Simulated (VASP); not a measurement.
# KCl (Pm-3m) in VASP: settings compared

The runs below take KCl through single point, with PBEsol, LDA.

Program: VASP 6.6.1. These are calculated values, not measurements. Logs are shortened: lines on timing, memory, paths and dates and some standing lists are left out, and cuts for length are marked.

**1. The cell of the first run**

It takes space group Pm-3m (No. 221, cubic). Conventional cell: a = 3.839 Å, b = 3.839 Å, c = 3.839 Å, α = 90.00°, β = 90.00°, γ = 90.00°. K (site symmetry m-3m) has 8 Cl at 3.32 Å and 6 K at 3.84 Å within 4.4 Å. Cl (site symmetry m-3m) has 8 K at 3.32 Å and 6 Cl at 3.84 Å within 4.4 Å.

**2. Single point, PBEsol**

INCAR reads:

```
ALGO     = Normal         # electronic algorithm
EDIFF    = 1E-6           # SCF threshold, eV
ENCUT    = 500            # plane-wave cutoff, eV
GGA      = PS             # functional
GGA_COMPAT= False        
ISIF     = 2              # what is computed and relaxed
ISMEAR   = 0              # smearing method
LASPH    = True           # aspherical terms in the spheres
LCHARG   = True           # write CHGCAR
LELF     = True           # ELF
LREAL    = False          # projectors in reciprocal space
LVHAR    = True         
LWAVE    = False          # write WAVECAR
NBANDS   = 15             # bands
NELM     = 120            # most SCF steps
PREC     = Accurate       # precision mode
SIGMA    = 0.01           # smearing width, eV
```

KPOINTS reads:

```
k-points
0
Gamma
  4 4 4
```

POSCAR reads:

```
KCl
1.0
    3.8391960000      0.0000000000      0.0000000000
    0.0000000000      3.8391960000      0.0000000000
    0.0000000000      0.0000000000      3.8391960000
K Cl
1 1
Direct
    0.0000000000      0.0000000000      0.0000000000
    0.5000000000      0.5000000000      0.5000000000
```

Potentials or basis: VASP PAW PBE potentials, release 64 (K_sv, Cl).

Launch:

```sh
$ cat potpaw_PBE.64/K_sv/POTCAR potpaw_PBE.64/Cl/POTCAR > POTCAR
$ mpirun -np 1 vasp_std > vasp.out
```

OUTCAR:

```text
EDIFF = 1E-6
   ENCUT = 500
   GGA = PS
   ISIF = 2
   ISMEAR = 0
   LASPH = True
   LREAL = False
   NELM = 120
   PREC = Accurate

 ion  position               nearest neighbor table
   1  0.000  0.000  0.000-
   2  0.500  0.500  0.500-

  LATTYP: Found a simple cubic cell.
 ALAT       =     3.8391960000

  Lattice vectors:

 A1 = (   3.8391960000,   0.0000000000,   0.0000000000)
 A2 = (   0.0000000000,   3.8391960000,   0.0000000000)
 A3 = (   0.0000000000,   0.0000000000,   3.8391960000)

Analysis of symmetry for initial positions (statically):
=====================================================================
 Subroutine PRICEL returns:
 Original cell was already a primitive cell.

 Routine SETGRP: Setting up the symmetry group for a
 simple cubic supercell.

 Subroutine GETGRP returns: Found 48 space group operations
 (whereof 48 operations were pure point group operations)
 out of a pool of 48 trial point group operations.

The static configuration has the point symmetry O_h .

Analysis of symmetry for dynamics (positions and initial velocities):
=====================================================================
 Subroutine PRICEL returns:
 Original cell was already a primitive cell.

 Routine SETGRP: Setting up the symmetry group for a
 simple cubic supercell.

 Subroutine GETGRP returns: Found 48 space group operations
 (whereof 48 operations were pure point group operations)
 out of a pool of 48 trial point group operations.

The dynamic configuration has the point symmetry O_h .

 Subroutine INISYM returns: Found 48 space group operations
 (whereof 48 operations are pure point group operations),
 and found     1 'primitive' translations

----------------------------------------------------------------------------------------

                                     Primitive cell

  volume of cell :      56.5875

  direct lattice vectors                    reciprocal lattice vectors
     3.839196000  0.000000000  0.000000000     0.260471203  0.000000000  0.000000000
     0.000000000  3.839196000  0.000000000     0.000000000  0.260471203  0.000000000
     0.000000000  0.000000000  3.839196000     0.000000000  0.000000000  0.260471203

  length of vectors
     3.839196000  3.839196000  3.839196000     0.260471203  0.260471203  0.260471203

  position of ions in fractional coordinates (direct lattice)
     0.000000000  0.000000000  0.000000000
     0.500000000  0.500000000  0.500000000

  ion indices of the primitive-cell ions
   primitive index   ion index
                 1           1
                 2           2

----------------------------------------------------------------------------------------

 KPOINTS: k-points

Automatic generation of k-mesh.
 Grid dimensions read from file:
 generate k-points for:    4    4    4

 Generating k-lattice:

  Cartesian coordinates                     Fractional coordinates (reciprocal lattice)
     0.065117801  0.000000000  0.000000000     0.250000000  0.000000000  0.000000000
     0.000000000  0.065117801  0.000000000     0.000000000  0.250000000  0.000000000
     0.000000000  0.000000000  0.065117801     0.000000000  0.000000000  0.250000000

  Length of vectors
     0.065117801  0.065117801  0.065117801

  Shift w.r.t. Gamma in fractional coordinates (k-lattice)
     0.000000000  0.000000000  0.000000000

 Subroutine IBZKPT returns following result:
 ===========================================

 Found     10 irreducible k-points:

 Following reciprocal coordinates:
            Coordinates               Weight
  0.000000  0.000000  0.000000      1.000000
  0.250000  0.000000  0.000000      6.000000
  0.500000  0.000000  0.000000      3.000000
  0.250000  0.250000  0.000000     12.000000
  0.500000  0.250000  0.000000     12.000000
  0.500000  0.500000  0.000000      3.000000
  0.250000  0.250000  0.250000      8.000000
  0.500000  0.250000  0.250000     12.000000
  0.500000  0.500000  0.250000      6.000000
  0.500000  0.500000  0.500000      1.000000
   k-points           NKPTS =     10   k-points in BZ     NKDIM =     10   number of bands    NBANDS=     15
   number of dos      NEDOS =    301   number of ions     NIONS =      2
   total plane-waves  NPLWV =  21952
   dimension x,y,z NGX =    28 NGY =   28 NGZ =   28
   dimension x,y,z NGXF=    56 NGYF=   56 NGZF=   56
   ions per type =               1   1
   NGX,Y,Z   is equivalent  to a cutoff of  12.12, 12.12, 12.12 a.u.
   NGXF,Y,Z  is equivalent  to a cutoff of  24.25, 24.25, 24.25 a.u.
 SYSTEM =  unknown system
   PREC   = accura    normal or accurate (medium, high low for compatibility)
   ISTART =      0    job   : 0-new  1-cont  2-samecut
   ICHARG =      2    charge: 1-file 2-atom 10-const
   ISPIN  =      1    spin polarized calculation?
   LNONCOLLINEAR =      F non collinear calculations
   LSORBIT =      F    spin-orbit coupling
   LASPH  =      T    aspherical Exc in radial PAW
   ENCUT  =  500.0 eV  36.75 Ry    6.06 a.u.   7.00  7.00  7.00*2*pi/ulx,y,z
   NELM   =    120;   NELMIN=  2; NELMDL= -5     # of ELM steps
   EDIFF  = 0.1E-05   stopping-criterion for ELM
   LREAL  =      F    real-space projection
   EDIFFG = 0.1E-04   stopping-criterion for IOM
   NSW    =      0    number of steps for IOM
   IBRION =     -1    ionic relax: 0-MD 1-quasi-New 2-CG
   NFREE  =      0    steps in history (QN), initial steepest desc. (CG)
   ISIF   =      2    stress and relaxation
   ISYM   =      2    0-nonsym 1-usesym 2-fastsym
   POTIM  = 0.5000    time-step for ionic-motion
   TEBEG  =    0.0;   TEEND  =   0.0 temperature during run
   PSTRESS=    0.0 pullay stress
   NELECT =      16.0000    total number of electrons
   NUPDOWN=      -1.0000    fix difference up-down
   EMIN   =  10.00;   EMAX   =-10.00  energy-range for DOS
   EFERMI =   0.00;   METHOD = LEGACY
   ISMEAR =     0;   SIGMA  =   0.01  broadening in eV -4-tet -1-fermi 0-gaus
   EFERMI_NEDOS =   21; number of points for ismear=-14 and -15
   IALGO  =     38    algorithm
   IMIX   =      4    mixing-type and parameters
     AMIX     =   0.40;   BMIX     =  1.00
     AMIX_MAG =   1.60;   BMIX_MAG =  1.00
  volume/ion in A,a.u.               =      28.29       190.94
  Fermi-wavevector in a.u.,A,eV,Ry     =   1.074504  2.030517 15.708715  1.154558
  Thomas-Fermi vector in A             =   2.210334
   LORBIT       =      0    0 simple, 1 ext, 2 COOP (PROOUT), +10 PAW based schemes
   GGA     = PS    functional components
   LHFCALC =     F    Hartree Fock is set to
   AEXX    =    0.0000 exact exchange contribution
   IVDW    =     0    specifies the selected vdW correction
   LEPSILON=     F    determine dielectric tensor
   LRPA    =     F    only Hartree local field effects (RPA)
 non-spin polarized calculation
 Gauss-broadening in eV      SIGMA  =   0.01
  energy-cutoff  :      500.00
  volume of cell :       56.59
 maximum number of plane-waves:      1472
 NGX is ok and might be reduce to    28
   NGX = 13   NGY = 13   NGZ = 13

 number of electron      16.0000005 magnetization

 Free energy of the ion-electron system (eV)
  ---------------------------------------------------
  ext. energy  EPLUGINS =         0.00000000
  ---------------------------------------------------
  free energy    TOTEN  =        -6.89393824 eV

  energy without entropy =       -6.89393824  energy(sigma->0) =       -6.89393824

 E-fermi :  -0.8330     XC(G=0):  -8.2653

 val. band max:       -0.8996099139   @ k =   0.5000   0.5000   0.0000
 cond. band min:       3.7167711406   @ k =   0.0000   0.0000   0.0000
 fundamental gap:      4.6163810545
 Fermi energy:        -0.8330346892

 k-point     1 :       0.0000    0.0000    0.0000
  band No.  band energies     occupation
      1     -28.7959      2.00000
      2     -13.4486      2.00000
      3     -12.2455      2.00000
      4     -12.2455      2.00000
      5     -12.2455      2.00000
      6      -1.1077      2.00000
      7      -1.1077      2.00000
      8      -1.1077      2.00000
      9       3.7168      0.00000
     10       5.5444      0.00000
     11       5.5444      0.00000
     12       9.7232      0.00000
     13       9.7232      0.00000
     14       9.7232      0.00000
     15      12.6818      0.00000

 k-point     2 :       0.2500    0.0000    0.0000
  band No.  band energies     occupation
      1     -28.7861      2.00000
      2     -13.5297      2.00000
      3     -12.2298      2.00000
      4     -12.2298      2.00000
      5     -12.1817      2.00000
      6      -2.0135      2.00000
      7      -1.1110      2.00000
      8      -1.1110      2.00000
      9       4.9424      0.00000
     10       6.0432      0.00000
     11       6.6114      0.00000
     12       9.5447      0.00000
     13       9.5447      0.00000
     14       9.9936      0.00000
     15      10.8354      0.00000

 k-point     3 :       0.5000    0.0000    0.0000
  band No.  band energies     occupation
      1     -28.7762      2.00000
      2     -13.6141      2.00000
      3     -12.2140      2.00000
      4     -12.2140      2.00000
      5     -12.1076      2.00000
      6      -2.7040      2.00000
      7      -1.1155      2.00000
      8      -1.1155      2.00000
      9       6.6160      0.00000
     10       6.9198      0.00000
     11       7.2299      0.00000
     12       9.0838      0.00000
     13       9.5469      0.00000
     14       9.5469      0.00000
     15      10.3300      0.00000
[... 91 lines left out ...]
 k-point     9 :       0.5000    0.5000    0.2500
  band No.  band energies     occupation
      1     -28.7494      2.00000
      2     -13.1117      2.00000
      3     -12.4464      2.00000
      4     -12.4464      2.00000
      5     -12.3061      2.00000
      6      -2.1780      2.00000
      7      -2.1780      2.00000
      8      -1.6396      2.00000
      9       6.1777      0.00000
     10       7.6273      0.00000
     11       7.7906      0.00000
     12       7.7906      0.00000
     13       9.5898      0.00000
     14       9.5898      0.00000
     15      11.3199      0.00000

 k-point    10 :       0.5000    0.5000    0.5000
  band No.  band energies     occupation
      1     -28.7407      2.00000
      2     -13.0403      2.00000
      3     -12.4189      2.00000
      4     -12.4189      2.00000
      5     -12.4189      2.00000
      6      -2.2396      2.00000
      7      -2.2396      2.00000
      8      -2.2396      2.00000
      9       7.7477      0.00000
     10       7.7477      0.00000
     11       7.7477      0.00000
     12       8.9234      0.00000
     13       8.9234      0.00000
     14       8.9234      0.00000
     15      11.3727      0.00000

------------------------ aborting loop because EDIFF is reached ----------------------------------------

  FORCE on cell =-STRESS in cart. coord.  units (eV):
  Direction    XX          YY          ZZ          XY          YZ          ZX
  --------------------------------------------------------------------------------------
  -------------------------------------------------------------------------------------
  Total       -0.4981401     -0.4981401     -0.4981401      0.0000000      0.0000000     -0.0000000
  in kB      -14.1039655    -14.1039655    -14.1039655      0.0000000      0.0000000     -0.0000000
  external PRESSURE =     -14.1039655 kB  Pullay stress =       0.0000000 kB

 VOLUME and BASIS-vectors are now :
 -----------------------------------------------------------------------------
  energy-cutoff  :      500.00
  volume of cell :       56.59
      direct lattice vectors                 reciprocal lattice vectors
     3.839196000  0.000000000  0.000000000     0.260471203  0.000000000  0.000000000
     0.000000000  3.839196000  0.000000000     0.000000000  0.260471203  0.000000000
     0.000000000  0.000000000  3.839196000     0.000000000  0.000000000  0.260471203

 POSITION                                       TOTAL-FORCE (eV/Angst)
 -----------------------------------------------------------------------------------
      0.00000      0.00000      0.00000         0.000000      0.000000      0.000000
      1.91960      1.91960      1.91960         0.000000      0.000000      0.000000
 -----------------------------------------------------------------------------------
    total drift:                               -0.000000      0.000000      0.000000

  FREE ENERGIE OF THE ION-ELECTRON SYSTEM (eV)
  ---------------------------------------------------
  free  energy   TOTEN  =        -6.8939382408 eV

  energy  without entropy=       -6.8939382408  energy(sigma->0) =       -6.89393824
```

It took 6 s on 1 thread of Intel Xeon Platinum 8559C (Emerald Rapids), shared host; peak memory 0.15 GiB.

Results:

```
Free energy            : -6.8939 eV
Pressure               : -1.4 GPa
Band gap on the k mesh : 4.62 eV, indirect (least direct gap 4.82 eV)
```

Caveat: the PAW data sets were made with another functional, which shifts forces and pressure a little. A k mesh can miss the band edges.

**3. Single point, PBEsol**

INCAR reads:

```
SYSTEM = KCl
PREC = Accurate ; ENCUT = 500
EDIFF = 1E-6 ; ISMEAR = -1
SIGMA = 0.02 ; LREAL = .FALSE.
LASPH = .TRUE. ; NELM = 120
ALGO = Normal ; ISIF = 2
LWAVE = .FALSE. ; LCHARG = .FALSE.
GGA = PS ; NBANDS = 15
GGA_COMPAT = .FALSE.
```

KPOINTS reads:

```
Automatic mesh
0
G
  6 6 6
  0 0 0
```

POSCAR is that of step 2.

Potentials or basis: VASP PAW PBE potentials, release 64 (K_sv, Cl).

Launch:

```sh
$ cat potpaw_PBE.64/K_sv/POTCAR potpaw_PBE.64/Cl/POTCAR > POTCAR
$ mpirun -np 1 vasp_std > vasp.out
```

Run time: 8.8 s. Hardware: 1 thread of Intel Xeon Platinum 8559C (Emerald Rapids), shared host; peak memory 0.15 GiB.

It converged, with:

| Quantity | Value |
| --- | --- |
| Free energy | -6.8961 eV |
| Pressure | -1.4 GPa |
| Band gap on the k mesh | 4.62 eV, indirect (least direct gap 4.83 eV) |

Levels at points of the mesh, in eV from the valence-band top:
```tsv
k point	band 6	band 7	band 8	band 9	band 10	band 11
(0.00, 0.00, 0.00)	-0.21	-0.21	-0.21	4.62	6.45	6.45
(0.50, 0.00, 0.00)	-1.80	-0.22	-0.22	7.52	7.82	8.13
(0.50, 0.50, 0.00)	-1.22	-1.22	0.00	6.05	7.15	8.87
(0.50, 0.50, 0.50)	-1.34	-1.34	-1.34	8.65	8.65	8.65
```

Caveat: the PAW data sets were made with another functional, which shifts forces and pressure a little. As with any semilocal functional, this PBEsol gap is likely too small.

**4. Single point, LDA**

This run uses another cell than the first one, of 27.73 Å³/atom, 0.980 times its volume.

INCAR reads:

```
SYSTEM = KCl
PREC     = Accurate       ! precision mode
ENCUT    = 500            ! plane-wave cutoff, eV
EDIFF    = 1E-6           ! SCF threshold, eV
ISMEAR   = -1             ! smearing method
SIGMA    = 0.05           ! smearing width, eV
LREAL    = .FALSE.        ! projectors in reciprocal space
LASPH    = .TRUE.         ! aspherical terms in the spheres
NELM     = 120            ! most SCF steps
ALGO     = Normal         ! electronic algorithm
ISIF     = 2              ! what is computed and relaxed
LWAVE    = .FALSE.        ! write WAVECAR
LCHARG   = .FALSE.        ! write CHGCAR
NBANDS   = 15             ! bands
GGA_COMPAT= .FALSE.
```

KPOINTS reads:

```
regular mesh
0
G
  7 7 7
  0 0 0
```

POSCAR reads:

```
KCl
1.0
    3.8134288075      0.0000000000      0.0000000000
    0.0000000000      3.8134288075      0.0000000000
    0.0000000000      0.0000000000      3.8134288075
K Cl
1 1
Direct
    0.0000000000      0.0000000000      0.0000000000
    0.5000000000      0.5000000000      0.5000000000
```

Potentials or basis: VASP PAW LDA potentials, release 64 (K_sv, Cl).

Launch:

```sh
$ cat potpaw_LDA.64/K_sv/POTCAR potpaw_LDA.64/Cl/POTCAR > POTCAR
$ mpirun -np 1 vasp_std > vasp.out
```

OUTCAR:

```text
SYSTEM = KCl
   PREC = Accurate
   ENCUT = 500
   EDIFF = 1E-6
   ISMEAR = -1
   LREAL = .FALSE.
   LASPH = .TRUE.
   NELM = 120
   ISIF = 2

 ion  position               nearest neighbor table
   1  0.000  0.000  0.000-
   2  0.500  0.500  0.500-

  LATTYP: Found a simple cubic cell.
 ALAT       =     3.8134288075

  Lattice vectors:

 A1 = (   3.8134288075,   0.0000000000,   0.0000000000)
 A2 = (   0.0000000000,   3.8134288075,   0.0000000000)
 A3 = (   0.0000000000,   0.0000000000,   3.8134288075)

Analysis of symmetry for initial positions (statically):
=====================================================================
 Subroutine PRICEL returns:
 Original cell was already a primitive cell.

 Routine SETGRP: Setting up the symmetry group for a
 simple cubic supercell.

 Subroutine GETGRP returns: Found 48 space group operations
 (whereof 48 operations were pure point group operations)
 out of a pool of 48 trial point group operations.

The static configuration has the point symmetry O_h .

Analysis of symmetry for dynamics (positions and initial velocities):
[... 165 lines left out ...]
      3     -12.2277      2.00000
      4     -12.2277      2.00000
      5     -12.2277      2.00000
      6      -1.1852      2.00000
      7      -1.1852      2.00000
      8      -1.1852      2.00000
      9       3.4817      0.00000
     10       5.2539      0.00000
     11       5.2539      0.00000
     12       9.5672      0.00000
     13       9.5672      0.00000
     14       9.5672      0.00000
[... 329 lines left out ...]
      2     -13.0813      2.00000
      3     -12.4123      2.00000
      4     -12.4123      2.00000
      5     -12.4117      2.00000
      6      -2.3293      2.00000
      7      -2.3293      2.00000
      8      -2.2904      2.00000
      9       7.1485      0.00000
     10       7.4575      0.00000
     11       7.4575      0.00000
     12       8.6517      0.00000
     13       8.7978      0.00000
     14       8.7978      0.00000
     15      11.4072      0.00000

------------------------ aborting loop because EDIFF is reached ----------------------------------------

  FORCE on cell =-STRESS in cart. coord.  units (eV):
  Direction    XX          YY          ZZ          XY          YZ          ZX
  --------------------------------------------------------------------------------------
  -------------------------------------------------------------------------------------
  Total       -0.9972402     -0.9972402     -0.9972402      0.0000000      0.0000000      0.0000000
  in kB      -28.8113387    -28.8113387    -28.8113387      0.0000000      0.0000000      0.0000000
  external PRESSURE =     -28.8113387 kB  Pullay stress =       0.0000000 kB

 VOLUME and BASIS-vectors are now :
 -----------------------------------------------------------------------------
  energy-cutoff  :      500.00
  volume of cell :       55.46
      direct lattice vectors                 reciprocal lattice vectors
     3.813428807  0.000000000  0.000000000     0.262231197  0.000000000  0.000000000
     0.000000000  3.813428807  0.000000000     0.000000000  0.262231197  0.000000000
     0.000000000  0.000000000  3.813428807     0.000000000  0.000000000  0.262231197

 POSITION                                       TOTAL-FORCE (eV/Angst)
 -----------------------------------------------------------------------------------
      0.00000      0.00000      0.00000         0.000000      0.000000      0.000000
      1.90671      1.90671      1.90671         0.000000      0.000000      0.000000
 -----------------------------------------------------------------------------------
    total drift:                               -0.000000      0.000000      0.000000

  FREE ENERGIE OF THE ION-ELECTRON SYSTEM (eV)
  ---------------------------------------------------
  free  energy   TOTEN  =        -7.2761320052 eV

  energy  without entropy=       -7.2761320052  energy(sigma->0) =       -7.27613201
```

Run time: 4.9 s. Hardware: 1 thread of Intel Xeon 6975P-C (Granite Rapids), shared host; peak memory 0.14 GiB.

What came out:

| Item | Value |
| --- | --- |
| Free energy | -7.2761 eV |
| Pressure | -2.9 GPa |
| Band gap on the k mesh | 4.47 eV, indirect (least direct gap 4.67 eV) |

(Part 1 of 2 ends here.)
